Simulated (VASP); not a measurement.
# C (I4_1/amd) in VASP: notebook

C is run at these levels: PBEsol; tasks: single point, relaxation of the atoms.

All numbers are computed with VASP 6.6.1; they aren't measurements. Logs are shortened: lines on timing, memory, paths and dates and some standing lists are left out, and cuts for length are marked.

### 1 The cell of the first run

It takes space group I4_1/amd (No. 141, tetragonal). Conventional cell: a = 2.538 Å, b = 2.538 Å, c = 3.545 Å, α = 90.00°, β = 90.00°, γ = 90.00°. C (site symmetry -4m2) has 4 C at 1.55 Å within 2.1 Å.

### 2 Single point, PBEsol

Input file INCAR:

```
SYSTEM = C
PREC = Accurate ; ENCUT = 600
EDIFF = 1E-6 ; ISMEAR = 0
SIGMA = 0.01 ; LREAL = .FALSE.
LASPH = .TRUE. ; NELM = 120
ALGO = Normal ; ISIF = 2
LWAVE = .FALSE. ; LCHARG = .FALSE.
GGA = PS ; NBANDS = 11
GGA_COMPAT = .FALSE.
```

Input file KPOINTS:

```
Automatic mesh
0
G
  10 10 10
  0 0 0
```

Input file POSCAR:

```
C
1.0
    0.0000000000      1.7946008943      1.7722606641
    1.7946008943      0.0000000000      1.7722606641
    1.7946008943      1.7946008943      0.0000000000
C
2
Direct
    0.0000000000      0.0000000000      0.0000000000
    0.2500000000      0.2500000000      0.2500000000
```

Potentials or basis: VASP PAW PBE potentials, release 64 (C).

Started as:

```
$ cat potpaw_PBE.64/C/POTCAR > POTCAR
$ mpirun -np 1 vasp_std > vasp.out
```

OUTCAR:

```text
SYSTEM = C
   PREC = Accurate
   ENCUT = 600
   EDIFF = 1E-6
   ISMEAR = 0
   LREAL = .FALSE.
   LASPH = .TRUE.
   NELM = 120
   ISIF = 2
   GGA = PS

 ion  position               nearest neighbor table
   1  0.000  0.000  0.000-   2 1.55   2 1.55   2 1.55   2 1.55
   2  0.250  0.250  0.250-   1 1.55   1 1.55   1 1.55   1 1.55

  LATTYP: Found a body centered tetragonal cell.
 ALAT       =     2.5379489238
 C/A-ratio  =     1.3966086138

  Lattice vectors:

 A1 = (   0.0000000000,  -1.7946008943,  -1.7722606641)
 A2 = (   0.0000000000,   1.7946008943,  -1.7722606641)
 A3 = (   1.7946008943,   0.0000000000,   1.7722606641)

Analysis of symmetry for initial positions (statically):
=====================================================================
 Subroutine PRICEL returns:
 Original cell was already a primitive cell.

 Routine SETGRP: Setting up the symmetry group for a
 body centered tetragonal supercell.

 Subroutine GETGRP returns: Found 16 space group operations
 (whereof  8 operations were pure point group operations)
 out of a pool of 16 trial point group operations.

The static configuration has the point symmetry D_2d.
 The point group associated with its full space group is D_4h.

Analysis of symmetry for dynamics (positions and initial velocities):
=====================================================================
 Subroutine PRICEL returns:
 Original cell was already a primitive cell.

 Routine SETGRP: Setting up the symmetry group for a
 body centered tetragonal supercell.

 Subroutine GETGRP returns: Found 16 space group operations
 (whereof  8 operations were pure point group operations)
 out of a pool of 16 trial point group operations.

The dynamic configuration has the point symmetry D_2d.
 The point group associated with its full space group is D_4h.

 Subroutine INISYM returns: Found 16 space group operations
 (whereof  8 operations are pure point group operations),
 and found     1 'primitive' translations

----------------------------------------------------------------------------------------

                                     Primitive cell

  volume of cell :      11.4155

  direct lattice vectors                    reciprocal lattice vectors
     0.000000000  1.794600894  1.772260664    -0.278613480  0.278613480  0.282125542
     1.794600894  0.000000000  1.772260664     0.278613480 -0.278613480  0.282125542
     1.794600894  1.794600894  0.000000000     0.278613480  0.278613480 -0.282125542

  length of vectors
     2.522201465  2.522201465  2.537948924     0.484608877  0.484608877  0.484608877

  position of ions in fractional coordinates (direct lattice)
     0.000000000  0.000000000  0.000000000
     0.250000000  0.250000000  0.250000000

  ion indices of the primitive-cell ions
   primitive index   ion index
                 1           1
                 2           2

----------------------------------------------------------------------------------------

 KPOINTS: Automatic mesh

Automatic generation of k-mesh.
 Grid dimensions read from file:
 generate k-points for:   10   10   10

 Generating k-lattice:

  Cartesian coordinates                     Fractional coordinates (reciprocal lattice)
    -0.027861348  0.027861348  0.028212554     0.100000000  0.000000000  0.000000000
     0.027861348 -0.027861348  0.028212554     0.000000000  0.100000000  0.000000000
     0.027861348  0.027861348 -0.028212554     0.000000000  0.000000000  0.100000000

  Length of vectors
     0.048460888  0.048460888  0.048460888

  Shift w.r.t. Gamma in fractional coordinates (k-lattice)
     0.000000000  0.000000000  0.000000000

 Subroutine IBZKPT returns following result:
 ===========================================

 Found    102 irreducible k-points:

 Following reciprocal coordinates:
            Coordinates               Weight
  0.000000  0.000000  0.000000      1.000000
  0.100000 -0.000000  0.000000      8.000000
  0.200000 -0.000000  0.000000      8.000000
  0.300000 -0.000000  0.000000      8.000000
  0.400000 -0.000000  0.000000      8.000000
  0.500000  0.000000  0.000000      4.000000
[... 16 lines left out ...]
  0.300000  0.300000  0.000000      2.000000
  0.400000  0.300000  0.000000      8.000000
 [... further k-points ...]
   k-points           NKPTS =    102   k-points in BZ     NKDIM =    102   number of bands    NBANDS=     11
   number of dos      NEDOS =    301   number of ions     NIONS =      2
   total plane-waves  NPLWV =   8000
   dimension x,y,z NGX =    20 NGY =   20 NGZ =   20
   dimension x,y,z NGXF=    40 NGYF=   40 NGZF=   40
   ions per type =               2
   NGX,Y,Z   is equivalent  to a cutoff of  13.18, 13.18, 13.10 a.u.
   NGXF,Y,Z  is equivalent  to a cutoff of  26.37, 26.37, 26.20 a.u.
 SYSTEM =  C
   PREC   = accura    normal or accurate (medium, high low for compatibility)
   ISTART =      0    job   : 0-new  1-cont  2-samecut
   ICHARG =      2    charge: 1-file 2-atom 10-const
   ISPIN  =      1    spin polarized calculation?
   LNONCOLLINEAR =      F non collinear calculations
   LSORBIT =      F    spin-orbit coupling
   LASPH  =      T    aspherical Exc in radial PAW
   ENCUT  =  600.0 eV  44.10 Ry    6.64 a.u.   5.04  5.04  5.07*2*pi/ulx,y,z
   NELM   =    120;   NELMIN=  2; NELMDL= -5     # of ELM steps
   EDIFF  = 0.1E-05   stopping-criterion for ELM
   LREAL  =      F    real-space projection
   EDIFFG = 0.1E-04   stopping-criterion for IOM
   NSW    =      0    number of steps for IOM
   IBRION =     -1    ionic relax: 0-MD 1-quasi-New 2-CG
   NFREE  =      0    steps in history (QN), initial steepest desc. (CG)
   ISIF   =      2    stress and relaxation
   ISYM   =      2    0-nonsym 1-usesym 2-fastsym
   POTIM  = 0.5000    time-step for ionic-motion
   TEBEG  =    0.0;   TEEND  =   0.0 temperature during run
   PSTRESS=    0.0 pullay stress
   NELECT =       8.0000    total number of electrons
   NUPDOWN=      -1.0000    fix difference up-down
   EMIN   =  10.00;   EMAX   =-10.00  energy-range for DOS
   EFERMI =   0.00;   METHOD = LEGACY
   ISMEAR =     0;   SIGMA  =   0.01  broadening in eV -4-tet -1-fermi 0-gaus
   EFERMI_NEDOS =   21; number of points for ismear=-14 and -15
   IALGO  =     38    algorithm
   IMIX   =      4    mixing-type and parameters
     AMIX     =   0.40;   BMIX     =  1.00
     AMIX_MAG =   1.60;   BMIX_MAG =  1.00
  volume/ion in A,a.u.               =       5.71        38.52
  Fermi-wavevector in a.u.,A,eV,Ry     =   1.454143  2.747931 28.769943  2.114531
  Thomas-Fermi vector in A             =   2.571328
   LORBIT       =      0    0 simple, 1 ext, 2 COOP (PROOUT), +10 PAW based schemes
   GGA     = PS    functional components
   LHFCALC =     F    Hartree Fock is set to
   AEXX    =    0.0000 exact exchange contribution
   IVDW    =     0    specifies the selected vdW correction
   LEPSILON=     F    determine dielectric tensor
   LRPA    =     F    only Hartree local field effects (RPA)
 non-spin polarized calculation
 Gauss-broadening in eV      SIGMA  =   0.01
  energy-cutoff  :      600.00
  volume of cell :       11.42
 maximum number of plane-waves:       390
   NGX =  9   NGY =  9   NGZ = 11

 number of electron       7.9999999 magnetization

 Free energy of the ion-electron system (eV)
  ---------------------------------------------------
  ext. energy  EPLUGINS =         0.00000000
  ---------------------------------------------------
  free energy    TOTEN  =       -19.24746798 eV

  energy without entropy =      -19.24746798  energy(sigma->0) =      -19.24746798

 E-fermi :   9.9030     XC(G=0): -13.4019

 val. band max:        9.7410561750   @ k =   0.0000   0.0000   0.0000
 cond. band min:      13.4399427024   @ k =   0.4000   0.4000   0.0000
 fundamental gap:      3.6988865274
 Fermi energy:         9.9029852084

 k-point     1 :       0.0000    0.0000    0.0000
  band No.  band energies     occupation
      1     -11.8194      2.00000
      2       9.5554      2.00000
      3       9.5554      2.00000
      4       9.7411      2.00000
      5      15.0393      0.00000
      6      15.1918      0.00000
      7      15.1918      0.00000
      8      22.8396      0.00000
      9      28.4961      0.00000
     10      35.6889      0.00000
     11      36.3167      0.00000

 k-point     2 :       0.1000   -0.0000    0.0000
  band No.  band energies     occupation
      1     -11.5431      2.00000
      2       7.9355      2.00000
      3       9.1036      2.00000
      4       9.2402      2.00000
      5      15.6592      0.00000
      6      15.7723      0.00000
      7      16.1014      0.00000
      8      23.0686      0.00000
      9      28.9486      0.00000
     10      33.1730      0.00000
     11      33.5843      0.00000

 k-point     3 :       0.2000   -0.0000    0.0000
  band No.  band energies     occupation
      1     -10.7188      2.00000
      2       4.7341      2.00000
      3       8.2151      2.00000
      4       8.3746      2.00000
      5      16.7851      0.00000
      6      16.8768      0.00000
      7      17.3132      0.00000
      8      23.6995      0.00000
      9      29.7272      0.00000
     10      31.7346      0.00000
     11      32.0151      0.00000

 k-point     4 :       0.3000   -0.0000    0.0000
  band No.  band energies     occupation
      1      -9.3663      2.00000
      2       1.3375      2.00000
      3       7.4112      2.00000
      4       7.6012      2.00000
      5      17.5807      0.00000
      6      17.6501      0.00000
      7      18.0469      0.00000
      8      24.4561      0.00000
      9      30.0778      0.00000
     10      32.0901      0.00000
     11      32.2085      0.00000

 k-point     5 :       0.4000   -0.0000    0.0000
  band No.  band energies     occupation
      1      -7.5538      2.00000
      2      -1.7956      2.00000
      3       6.8897      2.00000
      4       7.1031      2.00000
      5      17.8676      0.00000
      6      17.8972      0.00000
      7      18.3919      0.00000
      8      24.9316      0.00000
      9      30.5970      0.00000
     10      33.8765      0.00000
     11      33.9228      0.00000
[... 211 lines left out ...]
 k-point    21 :      -0.3000    0.2000    0.0000
  band No.  band energies     occupation
      1      -7.3075      2.00000
      2       0.0110      2.00000
      3       3.1295      2.00000
      4       6.5048      2.00000
      5      17.2667      0.00000
      6      19.3803      0.00000
      7      21.3591      0.00000
      8      23.9542      0.00000
      9      28.9244      0.00000
     10      30.4738      0.00000
     11      33.9719      0.00000

 k-point    22 :      -0.2000    0.2000    0.0000
  band No.  band energies     occupation
      1      -8.9429      2.00000
      2       2.7028      2.00000
      3       3.6962      2.00000
      4       7.5208      2.00000
      5      17.8962      0.00000
      6      18.0622      0.00000
      7      20.1605      0.00000
      8      23.1470      0.00000
      9      29.3305      0.00000
     10      30.1626      0.00000
     11      33.1264      0.00000

 k-point    23 :       0.3000    0.3000    0.0000
  band No.  band energies     occupation
      1      -8.4982      2.00000
      2       3.7274      2.00000
      3       4.6258      2.00000
      4       4.6258      2.00000
      5      13.5436      0.00000
      6      18.0074      0.00000
      7      22.6378      0.00000
      8      22.6378      0.00000
      9      30.4083      0.00000
     10      32.2527      0.00000
     11      39.9529      0.00000

 k-point    24 :       0.4000    0.3000    0.0000
  band No.  band energies     occupation
      1      -7.1649      2.00000
      2       1.6748      2.00000
      3       3.6070      2.00000
      4       4.1465      2.00000
      5      14.0806      0.00000
      6      17.3032      0.00000
      7      23.6077      0.00000
      8      23.6808      0.00000
      9      31.2735      0.00000
     10      32.3203      0.00000
     11      40.0157      0.00000

 [... further k-points ...]

------------------------ aborting loop because EDIFF is reached ----------------------------------------

  FORCE on cell =-STRESS in cart. coord.  units (eV):
  Direction    XX          YY          ZZ          XY          YZ          ZX
  --------------------------------------------------------------------------------------
  -------------------------------------------------------------------------------------
  Total       -0.7751981     -0.7751981      0.0295745      0.0000000      0.0000000      0.0000000
  in kB     -108.8002594   -108.8002594      4.1508311      0.0000000      0.0000000      0.0000000
  external PRESSURE =     -71.1498959 kB  Pullay stress =       0.0000000 kB

 VOLUME and BASIS-vectors are now :
 -----------------------------------------------------------------------------
  energy-cutoff  :      600.00
  volume of cell :       11.42
      direct lattice vectors                 reciprocal lattice vectors
     0.000000000  1.794600894  1.772260664    -0.278613480  0.278613480  0.282125542
     1.794600894  0.000000000  1.772260664     0.278613480 -0.278613480  0.282125542
     1.794600894  1.794600894  0.000000000     0.278613480  0.278613480 -0.282125542

 POSITION                                       TOTAL-FORCE (eV/Angst)
 -----------------------------------------------------------------------------------
      0.00000      0.00000      0.00000        -0.000000     -0.000000      0.000000
      0.89730      0.89730      0.88613         0.000000      0.000000      0.000000
 -----------------------------------------------------------------------------------
    total drift:                                0.000000      0.000000      0.000000

  FREE ENERGIE OF THE ION-ELECTRON SYSTEM (eV)
  ---------------------------------------------------
  free  energy   TOTEN  =       -19.2474679804 eV

  energy  without entropy=      -19.2474679804  energy(sigma->0) =      -19.24746798
```

It took 19 s on 1 thread of Intel Xeon 8259CL, shared host; peak memory 0.12 GiB.

Results:

```yaml
Free_energy: -19.2475 eV
Pressure: -7.1 GPa
Band_gap_on_the_k_mesh: 3.70 eV (least direct gap 5.30 eV)
```

Caveat: the cell stands under tension; the PAW data sets were made with another functional, which shifts forces and pressure a little.

### 3 Relaxation of the atoms, PBEsol (strained cell)

Input file INCAR:

```
SYSTEM = C
  PREC = Accurate
  ENCUT = 520
  EDIFF = 1E-7
  ISMEAR = 0
  SIGMA = 0.02
  LREAL = .FALSE.
  LASPH = .TRUE.
  NELM = 120
  ALGO = Normal
  ISIF = 2
  LWAVE = .FALSE.
  LCHARG = .FALSE.
  GGA = PS
  IBRION = 2
  NSW = 60
  EDIFFG = -0.002
  GGA_COMPAT = .FALSE.
  NELMIN = 4
```

KPOINTS is that of step 2.

Input file POSCAR:

```
C
1.0
    0.0000000000      1.7946008943      1.7724238722
    1.7946008943      0.0000000000      1.7724238722
    1.7946008943      1.7946008943      0.0000000000
C
2
Direct
    0.0000000000      0.0000000000      0.0000000000
    0.2500000000      0.2500000000      0.2500000000
```

Potentials or basis: VASP PAW PBE potentials, release 64 (C).

Started as:

```
$ cat potpaw_PBE.64/C/POTCAR > POTCAR
$ mpirun -np 1 vasp_std > vasp.out
```

Wall time 17 s (1 thread of Intel Xeon 8259CL, shared host); peak memory 0.12 GiB.

Results (log left out):

```
Free energy             : -19.2432 eV
Pressure after relaxing : -6.5 GPa
Band gap on the k mesh  : 3.70 eV (least direct gap 5.30 eV)
```

Stress tensor (GPa, compression positive):
```
-10.25   0.00   0.00
  0.00 -10.25   0.00
  0.00   0.00   0.95
```

Final structure:
```
CELL_PARAMETERS angstrom
0.00000 1.79460 1.77242
1.79460 0.00000 1.77242
1.79460 1.79460 0.00000
ATOMIC_POSITIONS crystal
C 0.00000 0.00000 0.00000
C 0.25000 0.25000 0.25000
```

Levels at points of the mesh, in eV from the valence-band top:
```csv
k point,band 2,band 3,band 4,band 5,band 6,band 7
"(0.00, 0.00, 0.00)",-0.18,-0.18,0.00,5.30,5.45,5.45
"(0.50, 0.00, 0.00)",-13.52,-3.03,-2.81,8.17,8.18,8.74
"(0.50, 0.50, 0.00)",-12.72,-6.54,-6.54,4.27,4.27,16.61
"(0.50, 0.00, 0.50)",-12.92,-6.36,-6.36,4.56,4.56,16.54
```

Caveat: the cell differs from its parent crystal (strained cell); the relaxation stopped at its first step, so nothing moved; the PAW data sets were made with another functional, which shifts forces and pressure a little.

### 4 Relaxation of the atoms, PBEsol (strained cell)

Input file INCAR:

```
PREC     = Accurate       # precision mode
ENCUT    = 520            # plane-wave cutoff, eV
EDIFF    = 1E-7           # SCF threshold, eV
ISMEAR   = 0              # smearing method
SIGMA    = 0.02           # smearing width, eV
LREAL    = False          # projectors in reciprocal space
LASPH    = True           # aspherical terms in the spheres
NELM     = 120            # most SCF steps
ALGO     = Normal         # electronic algorithm
ISIF     = 2              # what is computed and relaxed
LWAVE    = False          # write WAVECAR
LCHARG   = False          # write CHGCAR
GGA      = PS             # functional
IBRION   = 2              # ionic algorithm
NSW      = 60             # ionic steps
EDIFFG   = -0.002         # ionic threshold
GGA_COMPAT= False        
NELMIN   = 4
```

Input file KPOINTS:

```
regular mesh
0
Gamma
  10 10 10
```

Input file POSCAR:

```
C
1.0
    0.0000000000      1.7946008943      1.7722606641
    1.7946008943      0.0000000000      1.7722606641
    1.7946008943      1.7946008943      0.0000000000
C
2
Direct
    0.0000000000      0.0000000000      0.0000000000
    0.2500000000      0.2500000000      0.2500000000
```

Started as:

```
$ cat potpaw_PBE.64/C/POTCAR > POTCAR
$ mpirun -np 1 vasp_std > vasp.out
```

Run time: 12 s. Hardware: 1 thread of Intel Xeon 8259CL, shared host; peak memory 0.12 GiB.

The run converged. Its results:

```yaml
Free_energy: -19.2432 eV
Pressure_after_relaxing: -6.5 GPa
Band_gap_on_the_k_mesh: 3.70 eV (least direct gap 5.30 eV)
```

Stress tensor (GPa, compression positive):
```
-10.24   0.00   0.00
  0.00 -10.24   0.00
  0.00   0.00   1.05
```

Final structure:
```cif
data_structure
_symmetry_space_group_name_H-M 'P 1'
_symmetry_Int_Tables_number 1
_cell_length_a 2.5222
_cell_length_b 2.5222
_cell_length_c 2.5379
_cell_angle_alpha 59.793
_cell_angle_beta 59.793
_cell_angle_gamma 60.414
_cell_volume 11.42
loop_
_atom_site_label
_atom_site_type_symbol
_atom_site_fract_x
_atom_site_fract_y
_atom_site_fract_z
_atom_site_occupancy
C1 C 0.00000 0.00000 0.00000 1
C2 C 0.25000 0.25000 0.25000 1
```

Levels at points of the mesh, in eV from the valence-band top:
| k point | band 1 | band 2 | band 3 | band 4 | band 5 | band 6 | band 7 | band 8 |
| --- | --- | --- | --- | --- | --- | --- | --- | --- |
| (0.00, 0.00, 0.00) | -21.56 | -0.19 | -0.19 | 0.00 | 5.30 | 5.45 | 5.45 | 13.10 |
| (0.50, 0.00, 0.00) | -15.76 | -13.52 | -3.03 | -2.81 | 8.17 | 8.18 | 8.75 | 15.31 |
| (0.50, 0.50, 0.00) | -12.72 | -12.72 | -6.55 | -6.55 | 4.27 | 4.27 | 16.61 | 16.61 |
| (0.50, 0.00, 0.50) | -12.92 | -12.92 | -6.36 | -6.36 | 4.56 | 4.56 | 16.54 | 16.54 |

Caveat: the cell differs from its parent crystal (strained cell); the relaxation stopped at its first step, so nothing moved; the PAW data sets were made with another functional, which shifts forces and pressure a little.

[end of part 1 of 2]
